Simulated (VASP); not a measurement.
Input of a VASP 6.6.1 run:

File INCAR:

```
SYSTEM = TiSi
PREC = Accurate
ENCUT = 600
EDIFF = 1E-6
ISMEAR = 0
SIGMA = 0.1
LREAL = .False.
LASPH = .True.
NELM = 60
ALGO = Normal
ISIF = 3
LWAVE = .False.
LCHARG = .False.
GGA = PS
IBRION = 2
NSW = 80
EDIFFG = -0.015
```

File KPOINTS:

```
Automatic mesh
0
Gamma
  12 12 12
  0 0 0
```

File POSCAR:

```
TiSi
1.0
    0.0000000000     -3.1321778878      3.1321778878
    3.1321778878     -3.1321778878      0.0000000000
    3.1321778878      0.0000000000      3.1321778878
Ti Si
2 2
Direct
    0.0000000000      0.0000000000      0.0000000000
    0.5000000000      0.5000000000      0.5000000000
    0.2500000000      0.2500000000      0.2500000000
    0.7500000000      0.7500000000      0.7500000000
```

Potentials or basis: VASP PAW PBE potentials, release 64 (Ti_sv, Si).

Launch:

```sh
$ cat potpaw_PBE.64/Ti_sv/POTCAR potpaw_PBE.64/Si/POTCAR > POTCAR
$ mpirun -np 1 vasp_std > vasp.out
```

(1) Estimate the space group after relaxing (to 0.05 Å).

(2) Estimate the band gap on the k mesh.

(3) What does it give for the relaxed cell?

(4) What does it give for the relaxed volume?

Results:

(1) Pm-3m (No. 221).

(2) zero (band 16 reaches 12.09 eV, above the bottom of band 17 at 9.62 eV).

(3) a = 4.356 Å, b = 4.356 Å, c = 4.356 Å, α = 60.00°, β = 60.00°, γ = 60.00°.

(4) 14.61 Å³/atom.

Caveat: the PAW data sets were made with another functional, which shifts forces and pressure a little.
